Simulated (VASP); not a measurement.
# Hf (P6_3/mmc) in VASP: a series of runs

Runs on Hf. Level: PBE. Tasks: single point.

Everything below comes from runs of VASP 6.6.1. Logs are shortened: lines on timing, memory, paths and dates and some standing lists are left out, and cuts for length are marked.

### Step 1. The cell of the first run

The structure is hexagonal, space group P6_3/mmc (No. 194). Conventional cell: a = 3.293 Å, b = 3.293 Å, c = 5.058 Å, α = 90.00°, β = 90.00°, γ = 120.00°. Within 4.2 Å of Hf (site symmetry -6m2) lie 12 Hf at 3.16 to 3.29 Å.

### Step 2. Single point, PBE (equal xx and yy strain of +3 %)

INCAR

```
SYSTEM = Hf
PREC = Accurate ; ENCUT = 520
EDIFF = 1E-6 ; ISMEAR = -1
SIGMA = 0.05 ; LREAL = .False.
LASPH = .True. ; NELM = 80
ALGO = Normal ; ISIF = 2
LWAVE = .False. ; LCHARG = .False.
GGA = PE ; NBANDS = 17
```

KPOINTS

```
Automatic mesh
0
Gamma
  13 13 7
  0 0 0
```

POSCAR

```
Hf
1.0
    3.2925994799      0.0000000000      0.0000000000
   -1.6462997400      2.8514747941      0.0000000000
    0.0000000000      0.0000000000      5.0578000000
Hf
2
Direct
    0.3333333333      0.6666666667      0.2500000000
    0.6666666667      0.3333333333      0.7500000000
```

Potentials or basis: VASP PAW PBE potentials, release 64 (Hf_pv).

Started as:

```sh
$ cat potpaw_PBE.64/Hf_pv/POTCAR > POTCAR
$ mpirun -np 1 vasp_std > vasp.out
```

OUTCAR:

```text
SYSTEM = Hf
   PREC = Accurate
   ENCUT = 520
   EDIFF = 1E-6
   ISMEAR = -1
   LREAL = .False.
   LASPH = .True.
   NELM = 80
   ISIF = 2
   GGA = PE

 ion  position               nearest neighbor table
   1  0.333  0.667  0.250-   2 3.16   2 3.16   2 3.16   2 3.16   2 3.16   2 3.16
   2  0.667  0.333  0.750-   1 3.16   1 3.16   1 3.16   1 3.16   1 3.16   1 3.16

  LATTYP: Found a hexagonal cell.
 ALAT       =     3.2925994799
 C/A-ratio  =     1.5361115225

  Lattice vectors:

 A1 = (   3.2925994799,   0.0000000000,   0.0000000000)
 A2 = (  -1.6462997400,   2.8514747941,   0.0000000000)
 A3 = (   0.0000000000,   0.0000000000,   5.0578000000)

Analysis of symmetry for initial positions (statically):
=====================================================================
 Subroutine PRICEL returns:
 Original cell was already a primitive cell.

 Routine SETGRP: Setting up the symmetry group for a
 hexagonal supercell.

 Subroutine GETGRP returns: Found 24 space group operations
 (whereof 12 operations were pure point group operations)
 out of a pool of 24 trial point group operations.

The static configuration has the point symmetry D_3d.
 The point group associated with its full space group is D_6h.

Analysis of symmetry for dynamics (positions and initial velocities):
=====================================================================
 Subroutine PRICEL returns:
 Original cell was already a primitive cell.

 Routine SETGRP: Setting up the symmetry group for a
 hexagonal supercell.

 Subroutine GETGRP returns: Found 24 space group operations
 (whereof 12 operations were pure point group operations)
 out of a pool of 24 trial point group operations.

The dynamic configuration has the point symmetry D_3d.
 The point group associated with its full space group is D_6h.

 Subroutine INISYM returns: Found 24 space group operations
 (whereof 12 operations are pure point group operations),
 and found     1 'primitive' translations

----------------------------------------------------------------------------------------

                                     Primitive cell

  volume of cell :      47.4865

  direct lattice vectors                    reciprocal lattice vectors
     3.292599480  0.000000000  0.000000000     0.303711401  0.175347859  0.000000000
    -1.646299740  2.851474794  0.000000000     0.000000000  0.350695718  0.000000000
     0.000000000  0.000000000  5.057800000     0.000000000  0.000000000  0.197714421

  length of vectors
     3.292599480  3.292599480  5.057800000     0.350695718  0.350695718  0.197714421

  position of ions in fractional coordinates (direct lattice)
     0.333333333  0.666666667  0.250000000
     0.666666667  0.333333333  0.750000000

  ion indices of the primitive-cell ions
   primitive index   ion index
                 1           1
                 2           2

----------------------------------------------------------------------------------------

 KPOINTS: Automatic mesh

Automatic generation of k-mesh.
 Grid dimensions read from file:
 generate k-points for:   13   13    7

 Generating k-lattice:

  Cartesian coordinates                     Fractional coordinates (reciprocal lattice)
     0.023362415  0.013488297  0.000000000     0.076923077  0.000000000  0.000000000
     0.000000000  0.026976594  0.000000000     0.000000000  0.076923077  0.000000000
     0.000000000  0.000000000  0.028244917     0.000000000  0.000000000  0.142857143

  Length of vectors
     0.026976594  0.026976594  0.028244917

  Shift w.r.t. Gamma in fractional coordinates (k-lattice)
     0.000000000  0.000000000  0.000000000

 Subroutine IBZKPT returns following result:
 ===========================================

 Found     84 irreducible k-points:

 Following reciprocal coordinates:
            Coordinates               Weight
  0.000000  0.000000  0.000000      1.000000
  0.076923  0.000000  0.000000      6.000000
  0.153846  0.000000  0.000000      6.000000
  0.230769  0.000000  0.000000      6.000000
  0.307692  0.000000  0.000000      6.000000
  0.384615  0.000000  0.000000      6.000000
[... 16 lines left out ...]
  0.076923  0.000000  0.142857     12.000000
  0.153846  0.000000  0.142857     12.000000
 [... further k-points ...]
   k-points           NKPTS =     84   k-points in BZ     NKDIM =     84   number of bands    NBANDS=     17
   number of dos      NEDOS =    301   number of ions     NIONS =      2
   total plane-waves  NPLWV =  23040
   dimension x,y,z NGX =    24 NGY =   24 NGZ =   40
   dimension x,y,z NGXF=    48 NGYF=   48 NGZF=   80
   ions per type =               2
   NGX,Y,Z   is equivalent  to a cutoff of  12.12, 12.12, 13.15 a.u.
   NGXF,Y,Z  is equivalent  to a cutoff of  24.24, 24.24, 26.30 a.u.
 SYSTEM =  Hf
   PREC   = accura    normal or accurate (medium, high low for compatibility)
   ISTART =      0    job   : 0-new  1-cont  2-samecut
   ICHARG =      2    charge: 1-file 2-atom 10-const
   ISPIN  =      1    spin polarized calculation?
   LNONCOLLINEAR =      F non collinear calculations
   LSORBIT =      F    spin-orbit coupling
   LASPH  =      T    aspherical Exc in radial PAW
   ENCUT  =  520.0 eV  38.22 Ry    6.18 a.u.   6.12  6.12  9.40*2*pi/ulx,y,z
   NELM   =     80;   NELMIN=  2; NELMDL= -5     # of ELM steps
   EDIFF  = 0.1E-05   stopping-criterion for ELM
   LREAL  =      F    real-space projection
   EDIFFG = 0.1E-04   stopping-criterion for IOM
   NSW    =      0    number of steps for IOM
   IBRION =     -1    ionic relax: 0-MD 1-quasi-New 2-CG
   NFREE  =      0    steps in history (QN), initial steepest desc. (CG)
   ISIF   =      2    stress and relaxation
   ISYM   =      2    0-nonsym 1-usesym 2-fastsym
   POTIM  = 0.5000    time-step for ionic-motion
   TEBEG  =    0.0;   TEEND  =   0.0 temperature during run
   PSTRESS=    0.0 pullay stress
   NELECT =      20.0000    total number of electrons
   NUPDOWN=      -1.0000    fix difference up-down
   EMIN   =  10.00;   EMAX   =-10.00  energy-range for DOS
   EFERMI =   0.00;   METHOD = LEGACY
   ISMEAR =    -1;   SIGMA  =   0.05  broadening in eV -4-tet -1-fermi 0-gaus
   EFERMI_NEDOS =   21; number of points for ismear=-14 and -15
   IALGO  =     38    algorithm
   IMIX   =      4    mixing-type and parameters
     AMIX     =   0.40;   BMIX     =  1.00
     AMIX_MAG =   1.60;   BMIX_MAG =  1.00
  volume/ion in A,a.u.               =      23.74       160.23
  Fermi-wavevector in a.u.,A,eV,Ry     =   1.227142  2.318962 20.488705  1.505877
  Thomas-Fermi vector in A             =   2.362116
   LORBIT       =      0    0 simple, 1 ext, 2 COOP (PROOUT), +10 PAW based schemes
   GGA     = PE    functional components
   LHFCALC =     F    Hartree Fock is set to
   AEXX    =    0.0000 exact exchange contribution
   IVDW    =     0    specifies the selected vdW correction
   LEPSILON=     F    determine dielectric tensor
   LRPA    =     F    only Hartree local field effects (RPA)
 non-spin polarized calculation
  energy-cutoff  :      520.00
  volume of cell :       47.49
 maximum number of plane-waves:      1296
   NGX = 13   NGY = 13   NGZ = 19

 number of electron      19.9999996 magnetization

 Free energy of the ion-electron system (eV)
  ---------------------------------------------------
  ext. energy  EPLUGINS =         0.00000000
  ---------------------------------------------------
  free energy    TOTEN  =       -19.80249477 eV

  energy without entropy =      -19.79036556  energy(sigma->0) =      -19.79643017

 E-fermi :   4.5281     XC(G=0): -11.0147

 val. band max:        4.5061397553   @ k =   0.3077   0.2308   0.2857
 cond. band min:       4.5371836205   @ k =   0.1538   0.0000   0.4286
 fundamental gap:      0.0310438651
 Fermi energy:         4.5281143151

 k-point     1 :       0.0000    0.0000    0.0000
  band No.  band energies     occupation
      1     -26.6544      2.00000
      2     -26.0453      2.00000
      3     -26.0453      2.00000
      4     -25.9220      2.00000
      5     -25.9220      2.00000
      6     -25.9016      2.00000
[... 9 lines left out ...]
     16       6.8054      0.00000
     17       9.4913      0.00000

 k-point     2 :       0.0769    0.0000    0.0000
  band No.  band energies     occupation
      1     -26.6418      2.00000
      2     -26.0689      2.00000
      3     -26.0539      2.00000
      4     -25.9474      2.00000
      5     -25.9249      2.00000
      6     -25.9085      2.00000
[... 9 lines left out ...]
     16       6.6534      0.00000
     17       9.6273      0.00000

 k-point     3 :       0.1538    0.0000    0.0000
  band No.  band energies     occupation
      1     -26.6052      2.00000
      2     -26.1346      2.00000
      3     -26.0770      2.00000
      4     -26.0163      2.00000
      5     -25.9332      2.00000
      6     -25.9288      2.00000
[... 9 lines left out ...]
     16       6.9997      0.00000
     17       9.9134      0.00000

 k-point     4 :       0.2308    0.0000    0.0000
  band No.  band energies     occupation
      1     -26.5489      2.00000
      2     -26.2278      2.00000
      3     -26.1102      2.00000
      4     -26.1083      2.00000
      5     -25.9621      2.00000
      6     -25.9461      2.00000
[... 9 lines left out ...]
     16       7.6573      0.00000
     17      10.2134      0.00000
[... 343 lines left out ...]
      1     -26.6194      2.00000
      2     -26.0392      2.00000
      3     -26.0392      2.00000
      4     -25.9414      2.00000
      5     -25.9282      2.00000
      6     -25.9282      2.00000
[... 9 lines left out ...]
     16       7.1344      0.00000
     17       9.5870      0.00000

 k-point    23 :       0.0769    0.0000    0.1429
  band No.  band energies     occupation
      1     -26.6086      2.00000
      2     -26.0620      2.00000
      3     -26.0476      2.00000
      4     -25.9753      2.00000
      5     -25.9313      2.00000
      6     -25.9251      2.00000
[... 9 lines left out ...]
     16       7.1137      0.00000
     17       9.6957      0.00000

 k-point    24 :       0.1538    0.0000    0.1429
  band No.  band energies     occupation
      1     -26.5779      2.00000
      2     -26.1248      2.00000
      3     -26.0700      2.00000
      4     -26.0481      2.00000
      5     -25.9404      2.00000
      6     -25.9374      2.00000
[... 9 lines left out ...]
     16       7.2685      0.00000
     17       9.9247      0.00000

 [... further k-points ...]
[... 5 lines left out ...]
  --------------------------------------------------------------------------------------
  -------------------------------------------------------------------------------------
  Total       -1.9029344     -1.9029344     -1.0227963      0.0000000      0.0000000      0.0000000
  in kB      -64.2043270    -64.2043270    -34.5087819      0.0000000      0.0000000      0.0000000
  external PRESSURE =     -54.3058120 kB  Pullay stress =       0.0000000 kB

 VOLUME and BASIS-vectors are now :
 -----------------------------------------------------------------------------
  energy-cutoff  :      520.00
  volume of cell :       47.49
      direct lattice vectors                 reciprocal lattice vectors
     3.292599480  0.000000000  0.000000000     0.303711401  0.175347859  0.000000000
    -1.646299740  2.851474794  0.000000000     0.000000000  0.350695718  0.000000000
     0.000000000  0.000000000  5.057800000     0.000000000  0.000000000  0.197714421

 POSITION                                       TOTAL-FORCE (eV/Angst)
 -----------------------------------------------------------------------------------
     -0.00000      1.90098      1.26445        -0.000000      0.000000      0.000000
      1.64630      0.95049      3.79335         0.000000      0.000000      0.000000
 -----------------------------------------------------------------------------------
    total drift:                                0.000000     -0.000000      0.000000

  FREE ENERGIE OF THE ION-ELECTRON SYSTEM (eV)
  ---------------------------------------------------
  free  energy   TOTEN  =       -19.8024947684 eV

  energy  without entropy=      -19.7903655625  energy(sigma->0) =      -19.79643017
```

Wall time 42 s (1 thread of AMD EPYC 7R43 (Zen 3), shared host); peak memory 0.16 GiB.

Results:

```yaml
Free_energy: -19.8025 eV
Pressure: -5.4 GPa
Band_gap_on_the_k_mesh: zero (band 10 reaches 5.61 eV, above the bottom of band 11 at 4.08 eV)
```

Stress tensor (GPa, compression positive):
```
-6.42  0.00  0.00
 0.00 -6.42  0.00
 0.00  0.00 -3.45
```

Caveat: the cell differs from its parent crystal (equal xx and yy strain of +3 %); spin-orbit coupling is left out, which moves the levels of the heavy elements.

### Step 3. Single point, PBE (equal xx and yy strain of -3 %)

INCAR

```
PREC = Accurate
ENCUT = 520
EDIFF = 1E-6
ISMEAR = -1
SIGMA = 0.05
LREAL = F
LASPH = T
NELM = 60
ALGO = Normal
ISIF = 2
LWAVE = F
LCHARG = F
GGA = PE
NBANDS = 17
```

KPOINTS

```
regular mesh
0
Gamma
  13 13 7
```

POSCAR

```
Hf
1.0
    3.1007975685      0.0000000000      0.0000000000
   -1.5503987842      2.6853694663      0.0000000000
    0.0000000000      0.0000000000      5.0578000000
Hf
2
Direct
    0.3333333333      0.6666666667      0.2500000000
    0.6666666667      0.3333333333      0.7500000000
```

Potentials or basis: VASP PAW PBE potentials, release 64 (Hf_pv).

Started as:

```sh
$ cat potpaw_PBE.64/Hf_pv/POTCAR > POTCAR
$ mpirun -np 1 vasp_std > vasp.out
```

Run time: 65 s. Hardware: 1 thread of Intel Xeon 8259CL, shared host; peak memory 0.19 GiB.

Results (log left out):

```yaml
Free_energy: -19.7808 eV
Pressure: 7.6 GPa
Band_gap_on_the_k_mesh: zero (band 10 reaches 6.53 eV, above the bottom of band 11 at 5.00 eV)
```

Stress tensor (GPa, compression positive):
```
8.95 0.00 0.00
0.00 8.95 0.00
0.00 0.00 4.95
```

Levels at points of the mesh, in eV from the Fermi level:
| k point | band 6 | band 7 | band 8 | band 9 | band 10 | band 11 | band 12 | band 13 | band 14 | band 15 |
| --- | --- | --- | --- | --- | --- | --- | --- | --- | --- | --- |
| (0.00, 0.00, 0.00) | -29.95 | -7.58 | -3.97 | 0.61 | 1.19 | 1.27 | 1.27 | 2.07 | 2.07 | 3.04 |

Caveat: the cell differs from its parent crystal (equal xx and yy strain of -3 %); spin-orbit coupling is left out, which moves the levels of the heavy elements.

### Step 4. Single point, PBE (zz strain of -3 %)

INCAR

```
SYSTEM = Hf
PREC     = Accurate       ! precision mode
ENCUT    = 520            ! plane-wave cutoff, eV
EDIFF    = 1E-7           ! SCF threshold, eV
ISMEAR   = -1             ! smearing method
SIGMA    = 0.05           ! smearing width, eV
LREAL    = .FALSE.        ! projectors in reciprocal space
LASPH    = .TRUE.         ! aspherical terms in the spheres
NELM     = 100            ! most SCF steps
ALGO     = Normal         ! electronic algorithm
ISIF     = 2              ! what is computed and relaxed
LWAVE    = .FALSE.        ! write WAVECAR
LCHARG   = .TRUE.         ! write CHGCAR
GGA      = PE             ! functional
LELF     = .TRUE.         ! ELF
LVHAR    = .TRUE.       
NBANDS   = 17             ! bands
```

KPOINTS

```
regular mesh
0
G
  13 13 7
  0 0 0
```

POSCAR

```
Hf
1.0
    3.1966985242      0.0000000000      0.0000000000
   -1.5983492621      2.7684221302      0.0000000000
    0.0000000000      0.0000000000      4.9060660000
Hf
2
Direct
    0.3333333333      0.6666666667      0.2500000000
    0.6666666667      0.3333333333      0.7500000000
```

Started as:

```sh
$ cat potpaw_PBE.64/Hf_pv/POTCAR > POTCAR
$ mpirun -np 1 vasp_std > vasp.out
```

Run time: 71 s. Hardware: 1 thread of Intel Xeon 8259CL, shared host; peak memory 0.19 GiB.

The run converged. Its results:

```
Free energy            : -19.8265 eV
Pressure               : 4.1 GPa
Band gap on the k mesh : zero (band 10 reaches 6.24 eV, above the bottom of band 11 at 4.73 eV)
```

Stress tensor (GPa, compression positive):
```
2.64 0.00 0.00
0.00 2.64 0.00
0.00 0.00 6.93
```

Levels at points of the mesh, in eV from the Fermi level:
```
           k point  band 8  band 9  band 10  band 11  band 12  band 13
(0.00, 0.00, 0.00)   -3.75    1.01     1.10     1.10     1.76     2.04
```

Caveat: the cell differs from its parent crystal (zz strain of -3 %); spin-orbit coupling is left out, which moves the levels of the heavy elements.

[end of part 1 of 2]
